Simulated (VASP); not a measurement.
## C: single point with r2SCAN

Crystal: C.

```
C
1.0
     1.78280    1.78280    0.00000
    -1.78280    1.78280    0.00000
     0.00000    1.78280    1.78280
C
2
Direct
  0.50000 0.50000 0.00000
  0.75000 0.25000 0.50000
```

```json
{
 "Program": "VASP 6.6.1",
 "Task": "single point",
 "Functional": "r2SCAN",
 "Potentials or basis": "VASP PAW PBE potentials, release 64 (C)",
 "Cutoff": "520 eV",
 "k mesh": "12 × 12 × 12",
 "Occupations": "gaussian, width 0.01 eV",
 "Spin": "no spin polarisation",
 "Dipole correction": "no",
 "Further INCAR settings": "ALGO = Normal; EDIFF = 1e-06; NBANDS = 11"
}
```

The pressure is -0.9 GPa and the band gap on the k mesh is 4.34 eV (least direct gap 5.84 eV).

Levels at points of the mesh, in eV from the valence-band top:
| k point | band 1 | band 2 | band 3 | band 4 | band 5 | band 6 | band 7 | band 8 | band 9 |
| --- | --- | --- | --- | --- | --- | --- | --- | --- | --- |
| (0.00, 0.00, 0.00) | -22.71 | 0.00 | 0.00 | 0.00 | 5.84 | 5.84 | 5.84 | 13.84 | 20.41 |
| (0.50, 0.00, 0.00) | -16.76 | -14.05 | -2.98 | -2.98 | 8.88 | 8.88 | 9.14 | 16.71 | 23.23 |
| (0.50, 0.50, 0.00) | -13.59 | -13.59 | -6.66 | -6.66 | 5.00 | 5.00 | 17.89 | 17.89 | 24.64 |

It took 58 s on 1 thread of Intel Xeon 8259CL, on a shared host, peak memory 0.12 GiB.

Caveat: the PAW data sets were made with another functional, which shifts forces and pressure a little. A k mesh can miss the band edges.
